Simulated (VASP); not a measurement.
Wanted: the native input for a VASP 6.6.1 run.

* Task: single point
* Functional: PBE
* Potentials or basis: VASP PAW PBE potentials, release 64 (Pt, Se)
* Cutoff: 520 eV
* k mesh: 4 × 4 × 4
* Occupations: gaussian, width 0.1 eV
* Spin: no spin polarisation
* Dipole correction: no
* Further INCAR settings: ALGO = Normal; EDIFF = 1e-06; NBANDS = 18

The structure of PtSe2 lies in POSCAR:

```
PtSe2
1.0
    3.2972340360      0.0000000000      0.0000000000
    0.0000000000      3.2972340360      0.0000000000
    0.0000000000      0.0000000000      5.7064444731
Pt Se
1 2
Direct
    0.5000000000      0.5000000000      0.0000000000
    0.0000000000      0.0000000000      0.2675669129
    0.0000000000      0.0000000000      0.7324330871
```

One way to write it, as run:

INCAR

```
  ALGO = Normal
  EDIFF = 1E-6
  ENCUT = 520
  GGA = PE
  ISIF = 2
  ISMEAR = 0
  LASPH = True
  LCHARG = False
  LREAL = False
  LWAVE = False
  NBANDS = 18
  NELM = 100
  PREC = Accurate
  SIGMA = 0.1
```

KPOINTS

```
k-points
0
Gamma
  4 4 4
```

Potentials or basis: VASP PAW PBE potentials, release 64 (Pt, Se).

Launch:

```console
$ cat potpaw_PBE.64/Pt/POTCAR potpaw_PBE.64/Se/POTCAR > POTCAR
$ mpirun -np 1 vasp_std > vasp.out
```

Results of the run:

```yaml
Pressure: 0.1 GPa
Largest_force: 0.010 eV/Å
Band_gap_on_the_k_mesh: zero (band 11 reaches 7.67 eV, above the bottom of band 12 at 5.61 eV)
```

Caveat: the k points lie up to 0.48 Å⁻¹ apart; spin-orbit coupling is left out, which moves the levels of the heavy elements.

Wall time 10 s on 1 thread of Intel(R) Xeon(R) 6975P-C (Granite Rapids), with other jobs on the host, peak memory 0.17 GiB.
